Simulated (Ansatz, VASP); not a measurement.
**Al in VASP and in Ansatz**

```
Al
1.0
     4.06260    0.00000    0.00000
    -2.03130   10.55495    0.00000
     0.00000    0.00000   28.68743
Al
15
Direct
  0.82879 0.16431 0.60194
  0.61798 0.76266 0.60421
  0.22160 0.96360 0.60615
  0.43502 0.36369 0.60599
  0.03541 0.56503 0.60435
  0.32890 0.16380 0.67136
  0.12681 0.76299 0.67218
  0.73360 0.96469 0.67254
  0.92255 0.36310 0.67265
  0.52620 0.56500 0.67216
  0.82220 0.16287 0.74059
  0.64107 0.76570 0.74107
  0.24667 0.96430 0.74141
  0.40659 0.36612 0.74153
  0.02240 0.56207 0.74088
```

Alike in both runs: task single point; functional PBE; k mesh 9 × 4 × 1; occupations gaussian, width 0.1 eV; no spin polarisation.

|  | VASP | Ansatz |
| --- | --- | --- |
| version | VASP 6.6.1 | Ansatz 0.2.0 |
| potentials or method | VASP PAW PBE potentials, release 64 (Al), cutoff 520 eV | scalar-relativistic, plane waves, PAW |
| valence electrons in the cell | 45 | 45 |

```tsv
	VASP	Ansatz	Ansatz less VASP
gap on the k mesh at the Fermi level (eV)	none	none	-
rms of the force components (eV/Å)	0.110	0.111	+0.0005
```

Atom by atom the forces differ by 0.002 eV/Å (rms over components). A gap of «none» marks a metal or a gap that the smearing closes. With one functional, cell and mesh, what is left measures potentials, basis and numerics. Ansatz's warnings: xc potential rough in thin density.
